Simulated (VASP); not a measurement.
# MoF: single point with PBE

Crystal: MoF.

```
Mo F
1.0
     0.00000    2.41876    2.41876
     2.41876    0.00000    2.41876
     2.41876    2.41876    0.00000
Mo F
1 1
Direct
  0.00000 0.00000 0.00000
  0.75000 0.75000 0.75000
```

| Property | Result |
| --- | --- |
| Program | VASP 6.6.1 |
| Task | single point |
| Functional | PBE |
| Potentials or basis | VASP PAW PBE potentials, release 64 (Mo_sv, F) |
| Cutoff | 520 eV |
| k mesh | 6 × 6 × 6 |
| Occupations | gaussian, width 0.1 eV |
| Spin | collinear spin |
| Starting moments | [1.0, 0.0] μB |
| Dipole correction | no |
| Further INCAR settings | ALGO = Normal; EDIFF = 1e-06; NBANDS = 22 |

```json
{
 "Pressure": "4.7 GPa",
 "Band gap on the k mesh": "zero (filled and empty bands overlap)",
 "Net moment": "0.97 μB per cell",
 "Site moments": "Mo +0.90; F +0.00 μB",
 "Valence electrons inside the program's atomic spheres": "Mo 12.11; F 6.12"
}
```

Levels at points of the mesh, in eV from the Fermi level:
Spin up:
```tsv
k point	band 8	band 9	band 10	band 11	band 12	band 13	band 14	band 15
(0.00, 0.00, 0.00)	-9.85	-2.91	-0.86	-0.86	1.41	1.41	1.41	12.89
(0.50, 0.00, 0.00)	-9.53	-1.53	-0.77	-0.77	1.14	1.14	2.98	5.48
(0.50, 0.50, 0.00)	-9.05	-2.30	-1.68	0.12	1.12	1.12	5.59	7.77
```
Spin down:
```tsv
k point	band 6	band 7	band 8	band 9	band 10	band 11	band 12	band 13	band 14	band 15
(0.00, 0.00, 0.00)	-9.78	-9.78	-9.78	-2.72	0.20	0.20	1.73	1.73	1.73	13.33
(0.50, 0.00, 0.00)	-9.55	-9.45	-9.45	-1.28	0.23	0.23	1.53	1.53	3.20	5.80
(0.50, 0.50, 0.00)	-10.06	-9.00	-9.00	-2.04	-0.92	1.27	1.51	1.51	5.84	8.24
```

Run time: 45 s on 1 thread of Intel Xeon 8259CL, with other jobs on the host, peak memory 0.18 GiB.

Caveat: the k points lie up to 0.37 Å⁻¹ apart.
